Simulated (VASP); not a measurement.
# TaN (P-6m2) in VASP: a series of runs

TaN is run at these levels: PBEsol; tasks: single point.

Program: VASP 6.6.1. These are calculated values, not measurements. Logs are shortened: lines on timing, memory, paths and dates and some standing lists are left out, and cuts for length are marked.

## 1. The cell of the first run

The structure is hexagonal, space group P-6m2 (No. 187). Conventional cell: a = 2.924 Å, b = 2.924 Å, c = 3.014 Å, α = 90.00°, β = 90.00°, γ = 120.00°. Ta (site symmetry -6m2) has 6 N at 2.26 Å and 6 Ta at 2.92 Å within 3.0 Å. Within 3.0 Å of N (site symmetry -6m2) lie 6 Ta at 2.26 Å and 6 N at 2.92 Å.

## 2. Single point, PBEsol

Input file INCAR:

```
SYSTEM = TaN
  ALGO = Normal
  EDIFF = 1E-7
  ENCUT = 520
  GGA = PS
  ISIF = 2
  ISMEAR = 0
  LASPH = .True.
  LCHARG = .False.
  LREAL = .False.
  LWAVE = .False.
  NBANDS = 15
  NELM = 80
  PREC = Accurate
  SIGMA = 0.15
```

Input file KPOINTS:

```
k-points
0
Gamma
  18 18 16
  0 0 0
```

Input file POSCAR:

```
TaN
1.0
    2.9240351141      0.0000000000      0.0000000000
   -1.4620175570      2.5322886904      0.0000000000
    0.0000000000      0.0000000000      3.0143000000
Ta N
1 1
Direct
    0.3333333333      0.6666666667      0.5000000000
    0.0000000000      0.0000000000      0.0000000000
```

Potentials or basis: VASP PAW PBE potentials, release 64 (Ta_pv, N).

Command:

```sh
cat potpaw_PBE.64/Ta_pv/POTCAR potpaw_PBE.64/N/POTCAR > POTCAR
mpirun -np 1 vasp_std > vasp.out
```

OUTCAR:

```text
SYSTEM = TaN
   EDIFF = 1E-7
   ENCUT = 520
   GGA = PS
   ISIF = 2
   ISMEAR = 0
   LASPH = .True.
   LREAL = .False.
   NELM = 80
   PREC = Accurate

 ion  position               nearest neighbor table
   1  0.333  0.667  0.500-   2 2.26   2 2.26   2 2.26   2 2.26   2 2.26   2 2.26
   2  0.000  0.000  0.000-   1 2.26   1 2.26   1 2.26   1 2.26   1 2.26   1 2.26

  LATTYP: Found a hexagonal cell.
 ALAT       =     2.9240351141
 C/A-ratio  =     1.0308699733

  Lattice vectors:

 A1 = (   2.9240351141,   0.0000000000,   0.0000000000)
 A2 = (  -1.4620175570,   2.5322886904,   0.0000000000)
 A3 = (   0.0000000000,   0.0000000000,   3.0143000000)

Analysis of symmetry for initial positions (statically):
=====================================================================
 Subroutine PRICEL returns:
 Original cell was already a primitive cell.

 Routine SETGRP: Setting up the symmetry group for a
 hexagonal supercell.

 Subroutine GETGRP returns: Found 12 space group operations
 (whereof 12 operations were pure point group operations)
 out of a pool of 24 trial point group operations.

The static configuration has the point symmetry D_3h.

Analysis of symmetry for dynamics (positions and initial velocities):
=====================================================================
 Subroutine PRICEL returns:
 Original cell was already a primitive cell.

 Routine SETGRP: Setting up the symmetry group for a
 hexagonal supercell.

 Subroutine GETGRP returns: Found 12 space group operations
 (whereof 12 operations were pure point group operations)
 out of a pool of 24 trial point group operations.

The dynamic configuration has the point symmetry D_3h.

 Subroutine INISYM returns: Found 12 space group operations
 (whereof 12 operations are pure point group operations),
 and found     1 'primitive' translations

----------------------------------------------------------------------------------------

                                     Primitive cell

  volume of cell :      22.3194

  direct lattice vectors                    reciprocal lattice vectors
     2.924035114  0.000000000  0.000000000     0.341993157  0.197449841  0.000000000
    -1.462017557  2.532288690  0.000000000     0.000000000  0.394899683  0.000000000
     0.000000000  0.000000000  3.014300000     0.000000000  0.000000000  0.331751982

  length of vectors
     2.924035114  2.924035114  3.014300000     0.394899683  0.394899683  0.331751982

  position of ions in fractional coordinates (direct lattice)
     0.333333333  0.666666667  0.500000000
     0.000000000  0.000000000  0.000000000

  ion indices of the primitive-cell ions
   primitive index   ion index
                 1           1
                 2           2

----------------------------------------------------------------------------------------

 KPOINTS: k-points

Automatic generation of k-mesh.
 Grid dimensions read from file:
 generate k-points for:   18   18   16

 Generating k-lattice:

  Cartesian coordinates                     Fractional coordinates (reciprocal lattice)
     0.018999620  0.010969436  0.000000000     0.055555556  0.000000000  0.000000000
     0.000000000  0.021938871  0.000000000     0.000000000  0.055555556  0.000000000
     0.000000000  0.000000000  0.020734499     0.000000000  0.000000000  0.062500000

  Length of vectors
     0.021938871  0.021938871  0.020734499

  Shift w.r.t. Gamma in fractional coordinates (k-lattice)
     0.000000000  0.000000000  0.000000000

 Subroutine IBZKPT returns following result:
 ===========================================

 Found    333 irreducible k-points:

 Following reciprocal coordinates:
            Coordinates               Weight
  0.000000  0.000000  0.000000      1.000000
  0.055556  0.000000  0.000000      6.000000
  0.111111  0.000000  0.000000      6.000000
  0.166667  0.000000  0.000000      6.000000
  0.222222  0.000000  0.000000      6.000000
  0.277778  0.000000  0.000000      6.000000
[... 16 lines left out ...]
  0.333333  0.111111  0.000000     12.000000
  0.388889  0.111111  0.000000     12.000000
 [... further k-points ...]
   k-points           NKPTS =    333   k-points in BZ     NKDIM =    333   number of bands    NBANDS=     15
   number of dos      NEDOS =    301   number of ions     NIONS =      2
   total plane-waves  NPLWV =  13824
   dimension x,y,z NGX =    24 NGY =   24 NGZ =   24
   dimension x,y,z NGXF=    48 NGYF=   48 NGZF=   48
   ions per type =               1   1
   NGX,Y,Z   is equivalent  to a cutoff of  13.65, 13.65, 13.24 a.u.
   NGXF,Y,Z  is equivalent  to a cutoff of  27.29, 27.29, 26.47 a.u.
 SYSTEM =  TaN
   PREC   = accura    normal or accurate (medium, high low for compatibility)
   ISTART =      0    job   : 0-new  1-cont  2-samecut
   ICHARG =      2    charge: 1-file 2-atom 10-const
   ISPIN  =      1    spin polarized calculation?
   LNONCOLLINEAR =      F non collinear calculations
   LSORBIT =      F    spin-orbit coupling
   LASPH  =      T    aspherical Exc in radial PAW
   ENCUT  =  520.0 eV  38.22 Ry    6.18 a.u.   5.44  5.44  5.60*2*pi/ulx,y,z
   NELM   =     80;   NELMIN=  2; NELMDL= -5     # of ELM steps
   EDIFF  = 0.1E-06   stopping-criterion for ELM
   LREAL  =      F    real-space projection
   EDIFFG = 0.1E-05   stopping-criterion for IOM
   NSW    =      0    number of steps for IOM
   IBRION =     -1    ionic relax: 0-MD 1-quasi-New 2-CG
   NFREE  =      0    steps in history (QN), initial steepest desc. (CG)
   ISIF   =      2    stress and relaxation
   ISYM   =      2    0-nonsym 1-usesym 2-fastsym
   POTIM  = 0.5000    time-step for ionic-motion
   TEBEG  =    0.0;   TEEND  =   0.0 temperature during run
   PSTRESS=    0.0 pullay stress
   NELECT =      16.0000    total number of electrons
   NUPDOWN=      -1.0000    fix difference up-down
   EMIN   =  10.00;   EMAX   =-10.00  energy-range for DOS
   EFERMI =   0.00;   METHOD = LEGACY
   ISMEAR =     0;   SIGMA  =   0.15  broadening in eV -4-tet -1-fermi 0-gaus
   EFERMI_NEDOS =   21; number of points for ismear=-14 and -15
   IALGO  =     38    algorithm
   IMIX   =      4    mixing-type and parameters
     AMIX     =   0.40;   BMIX     =  1.00
     AMIX_MAG =   1.60;   BMIX_MAG =  1.00
  volume/ion in A,a.u.               =      11.16        75.31
  Fermi-wavevector in a.u.,A,eV,Ry     =   1.465168  2.768766 29.207858  2.146717
  Thomas-Fermi vector in A             =   2.581057
   LORBIT       =      0    0 simple, 1 ext, 2 COOP (PROOUT), +10 PAW based schemes
   GGA     = PS    functional components
   LHFCALC =     F    Hartree Fock is set to
   AEXX    =    0.0000 exact exchange contribution
   IVDW    =     0    specifies the selected vdW correction
   LEPSILON=     F    determine dielectric tensor
   LRPA    =     F    only Hartree local field effects (RPA)
 non-spin polarized calculation
 Gauss-broadening in eV      SIGMA  =   0.15
  energy-cutoff  :      520.00
  volume of cell :       22.32
 maximum number of plane-waves:       629
 NGX is ok and might be reduce to    24
   NGX = 11   NGY = 11   NGZ = 11

 number of electron      16.0000002 magnetization

 Free energy of the ion-electron system (eV)
  ---------------------------------------------------
  ext. energy  EPLUGINS =         0.00000000
  ---------------------------------------------------
  free energy    TOTEN  =       -23.68378480 eV

  energy without entropy =      -23.68309380  energy(sigma->0) =      -23.68343930

 E-fermi :   7.6668     XC(G=0): -13.3224

 val. band max:        7.6101165559   @ k =   0.0000   0.0000   0.4375
 cond. band min:       7.6712350180   @ k =   0.0556   0.0000   0.5000
 fundamental gap:      0.0611184621
 Fermi energy:         7.6668317360

 k-point     1 :       0.0000    0.0000    0.0000
  band No.  band energies     occupation
      1     -27.2864      2.00000
      2     -26.8757      2.00000
      3     -26.8757      2.00000
      4      -9.6826      2.00000
      5       3.4655      2.00000
      6       3.6991      2.00000
      7       3.6991      2.00000
      8       4.5791      2.00000
      9      10.0876      0.00000
     10      10.8878      0.00000
     11      10.8878      0.00000
     12      11.4263      0.00000
     13      11.4263      0.00000
     14      20.4471      0.00000
     15      20.9575      0.00000

 k-point     2 :       0.0556    0.0000    0.0000
  band No.  band energies     occupation
      1     -27.2819      2.00000
      2     -26.9097      2.00000
      3     -26.8830      2.00000
      4      -9.6195      2.00000
      5       3.4415      2.00000
      6       3.6136      2.00000
      7       3.7463      2.00000
      8       4.4851      2.00000
      9      10.2836      0.00000
     10      10.7899      0.00000
     11      10.9040      0.00000
     12      11.3905      0.00000
     13      11.5111      0.00000
     14      20.4665      0.00000
     15      20.9574      0.00000

 k-point     3 :       0.1111    0.0000    0.0000
  band No.  band energies     occupation
      1     -27.2689      2.00000
      2     -27.0066      2.00000
      3     -26.9040      2.00000
      4      -9.4365      2.00000
      5       2.9606      2.00000
      6       3.8407      2.00000
      7       3.8795      2.00000
      8       4.2292      2.00000
      9      10.2599      0.00000
     10      10.9628      0.00000
     11      11.0613      0.00000
     12      11.2894      0.00000
     13      11.7305      0.00000
     14      20.4992      0.00000
     15      20.9554      0.00000
[... 343 lines left out ...]
 k-point    23 :       0.3333    0.1111    0.0000
  band No.  band energies     occupation
      1     -27.7784      2.00000
      2     -27.1580      2.00000
      3     -27.1473      2.00000
      4      -7.5874      2.00000
      5       0.1428      2.00000
      6       2.5194      2.00000
      7       3.8566      2.00000
      8       5.5608      2.00000
      9       9.7554      0.00000
     10       9.9622      0.00000
     11      12.6195      0.00000
     12      13.2980      0.00000
     13      15.0738      0.00000
     14      20.4600      0.00000
     15      20.9690      0.00000

 k-point    24 :       0.3889    0.1111    0.0000
  band No.  band energies     occupation
      1     -27.8511      2.00000
      2     -27.1841      2.00000
      3     -27.1348      2.00000
      4      -7.3703      2.00000
      5      -0.0797      2.00000
      6       2.3837      2.00000
      7       3.7029      2.00000
      8       5.5920      2.00000
      9       9.6083      0.00000
     10      10.7973      0.00000
     11      12.3047      0.00000
     12      13.3658      0.00000
     13      15.9574      0.00000
     14      19.5167      0.00000
     15      20.9365      0.00000

 [... further k-points ...]
[... 5 lines left out ...]
  --------------------------------------------------------------------------------------
  -------------------------------------------------------------------------------------
  Total       -0.8245946     -0.8245946     -5.0351485     -0.0000000     -0.0000000      0.0000000
  in kB      -59.1927852    -59.1927852   -361.4436417     -0.0000000     -0.0000000      0.0000000
  external PRESSURE =    -159.9430707 kB  Pullay stress =       0.0000000 kB

 VOLUME and BASIS-vectors are now :
 -----------------------------------------------------------------------------
  energy-cutoff  :      520.00
  volume of cell :       22.32
      direct lattice vectors                 reciprocal lattice vectors
     2.924035114  0.000000000  0.000000000     0.341993157  0.197449841  0.000000000
    -1.462017557  2.532288690  0.000000000     0.000000000  0.394899683  0.000000000
     0.000000000  0.000000000  3.014300000     0.000000000  0.000000000  0.331751982

 POSITION                                       TOTAL-FORCE (eV/Angst)
 -----------------------------------------------------------------------------------
     -0.00000      1.68819      1.50715        -0.000000      0.000000      0.000000
      0.00000      0.00000      0.00000         0.000000     -0.000000      0.000000
 -----------------------------------------------------------------------------------
    total drift:                                0.000000     -0.000000     -0.000000

  FREE ENERGIE OF THE ION-ELECTRON SYSTEM (eV)
  ---------------------------------------------------
  free  energy   TOTEN  =       -23.6837847970 eV

  energy  without entropy=      -23.6830938001  energy(sigma->0) =      -23.68343930
```

Run time: 30 s. Hardware: 1 thread of Intel Xeon 6975P-C (Granite Rapids), shared host; peak memory 0.23 GiB.

Results:

| Quantity | Value |
| --- | --- |
| Free energy | -23.6838 eV |
| Pressure | -16.0 GPa |
| Band gap on the k mesh | zero (band 8 reaches 7.95 eV, above the bottom of band 9 at 7.56 eV) |

Stress tensor (GPa, compression positive):
```
 -5.92   0.00   0.00
  0.00  -5.92   0.00
  0.00   0.00 -36.14
```

Caveat: the PAW data sets were made with another functional, which shifts forces and pressure a little; spin-orbit coupling is left out, which moves the levels of the heavy elements.

[end of part 1 of 2]
